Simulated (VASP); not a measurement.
Write the native input for VASP 6.6.1 that does the following.

```yaml
Task: single point
Functional: PBE
Potentials_or_basis: VASP PAW PBE potentials, release 64 (Sn_d, O)
Cutoff: 520 eV
k_mesh: 6 × 6 × 4
Occupations: gaussian, width 0.05 eV
Spin: non-collinear spin, zero start, spin-orbit coupling
Starting_moments: "[[0.0, 0.0, 0.0], [0.0, 0.0, 0.0], [0.0, 0.0, 0.0], [0.0, 0.0, 0.0]] μB"
Dipole_correction: no
Further_INCAR_settings: ALGO = Normal; EDIFF = 1e-06; NBANDS = 54
```

The structure of SnO lies in POSCAR:

```
SnO
1.0
    3.8357913670      0.0000000000      0.0000000000
    0.0000000000      3.8357913670      0.0000000000
    0.0000000000      0.0000000000      4.7511721913
Sn O
2 2
Direct
    0.0000000000      0.5000000000      0.2435694544
    0.5000000000      0.0000000000      0.7564305456
    0.0000000000      0.0000000000      0.0000000000
    0.5000000000      0.5000000000      0.0000000000
```

The input as run:

INCAR

```
SYSTEM = SnO
PREC = Accurate ; ENCUT = 520
EDIFF = 1E-6 ; ISMEAR = 0
SIGMA = 0.05 ; LREAL = .False.
LASPH = .True. ; NELM = 150
ALGO = Normal ; ISIF = 2
LWAVE = .False. ; LCHARG = .False.
LNONCOLLINEAR = .True. ; MAGMOM = 0 0 0 0 0 0 0 0 0 0 0 0
LORBIT = 11 ; LSORBIT = .True.
GGA_COMPAT = .False. ; LORBMOM = .True.
GGA = PE ; NBANDS = 54
```

KPOINTS

```
Automatic mesh
0
Gamma
  6 6 4
  0 0 0
```

Potentials or basis: VASP PAW PBE potentials, release 64 (Sn_d, O).

Command:

```bash
$ cat potpaw_PBE.64/Sn_d/POTCAR potpaw_PBE.64/O/POTCAR > POTCAR
$ mpirun -np 1 vasp_ncl > vasp.out
```

Results of the run:

* Pressure: 2.5 GPa
* Largest force: 0.109 eV/Å
* Net moment: 0.00 μB per cell
* Valence electrons inside the program's atomic spheres: Sn 12.11; O 5.00

It took 5.9 min on 1 thread of Intel(R) Xeon(R) Platinum 8259CL CPU @ 2.50GHz (Skylake/Cascade Lake) (shared host), peak memory 0.4 GiB.
